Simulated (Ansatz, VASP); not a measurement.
**Two plane-wave programs on SrAg2B2**

```
Sr Ag B
1.0
     3.87042    0.00000    0.00000
    -1.93521    3.35188    0.00000
     0.00000    0.00000    6.91190
Sr Ag B
1 2 2
Direct
  0.00000 0.00000 0.50000
  0.33333 0.66667 0.13163
  0.66667 0.33333 0.86837
  0.33333 0.66667 0.79516
  0.66667 0.33333 0.20484
```

Change from the starting cell: species swapped into the HoAl2Ge2 type (P-3m1, No. 164).

Alike in both runs: functional PBE; k mesh 6 × 6 × 4; occupations gaussian, width 0.1 eV; no spin polarisation.

Ansatz relaxed the structure, and its values are those at the end. VASP's run is a single point on that final structure, the one shown.

|  | VASP | Ansatz |
| --- | --- | --- |
| version | VASP 6.6.1 | Ansatz 0.2.0 |
| potentials or method | VASP PAW PBE potentials, release 64 (Sr_sv, Ag, B), cutoff 520 eV | scalar-relativistic, plane waves, PAW |
| valence electrons in the cell | 38 | 54 |

```csv
,VASP,Ansatz,Ansatz less VASP
gap on the k mesh at the Fermi level (eV),none,none,-
pressure (GPa),0.2,0.2,-0.07
rms of the force components (eV/Å),0.010,0.006,-0.0037
```

A gap of «none» marks a metal or a gap that the smearing closes. VASP's potentials hold 38 valence electrons a cell and Ansatz's 54, so a difference there can come from the potentials and not from the codes.
